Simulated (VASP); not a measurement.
A run of VASP 6.6.1:

Contents of INCAR:

```
SYSTEM = HfH6
  PREC = Accurate
  ENCUT = 600
  EDIFF = 1E-6
  ISMEAR = 0
  SIGMA = 0.1
  LREAL = .False.
  LASPH = .True.
  NELM = 60
  ALGO = Normal
  ISIF = 3
  LWAVE = .False.
  LCHARG = .False.
  GGA = PE
  IBRION = 2
  NSW = 90
  EDIFFG = -0.04
```

Contents of KPOINTS:

```
regular mesh
0
Gamma
  4 4 4
  0 0 0
```

File POSCAR:

```
HfH6
1.0
    3.8009508800      0.0000000000      0.0000000000
    0.0000000000      3.8009508800      0.0000000000
    0.0000000000      0.0000000000      3.8754478400
Hf H
1 6
Direct
    0.0000000000      0.0000000000      0.0000000000
    0.0758156500      0.7224074700      0.5000000000
    0.9241843500      0.2775925300      0.5000000000
    0.2775925300      0.0758156500      0.5000000000
    0.7224074700      0.9241843500      0.5000000000
    0.0000000000      0.5000000000      0.5000000000
    0.5000000000      0.0000000000      0.5000000000
```

Potentials or basis: VASP PAW PBE potentials, release 64 (Hf_pv, H).

Command:

```bash
$ cat potpaw_PBE.64/Hf_pv/POTCAR potpaw_PBE.64/H/POTCAR > POTCAR
$ mpirun -np 1 vasp_std > vasp.out
```

Hardware: 1 thread of Intel Xeon 8259CL (shared host).

Question: How long does it take, and how much memory?

Answer: Wall time 8.7 min on 1 thread of Intel Xeon 8259CL (shared host), peak memory 0.19 GiB. Counts: scf iterations 215, k points 18, ion steps 30.
